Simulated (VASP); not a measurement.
Runs of VASP 6.6.1 on GaAs. The structure is that of space group F-43m (No. 216), or close to it. The cells are those of the table. 

```csv
task,cell,k mesh,smearing,gap on the mesh (eV),pressure (GPa)
relaxation of cell and atoms,"relaxed from a = 3.997 Å, angles 60.0°, 2 atoms",12 × 12 × 12,gaussian 0.01 eV,(a),0.0
single point,"a = 3.997 Å, angles 60.0°, 2 atoms",6 × 6 × 6,gaussian 0.1 eV,0.33,-1.6
single point,"a = 3.962 Å, angles 60.0°, 2 atoms",12 × 12 × 12,gaussian 0.02 eV,0.54,0.3
single point,"a = 3.962 Å, angles 60.0°, 2 atoms",12 × 12 × 12,gaussian 0.01 eV,0.54,0.3
```

Alike in all rows: level LDA; potentials or basis VASP PAW LDA potentials, release 64 (Ga_d, As); no spin polarisation; cutoff (eV) 500.

Problem. Fill in the values left out.

Solution. (a) 0.50.

A k mesh can miss the band edges, and the runs leave out spin-orbit coupling on As, Ga.
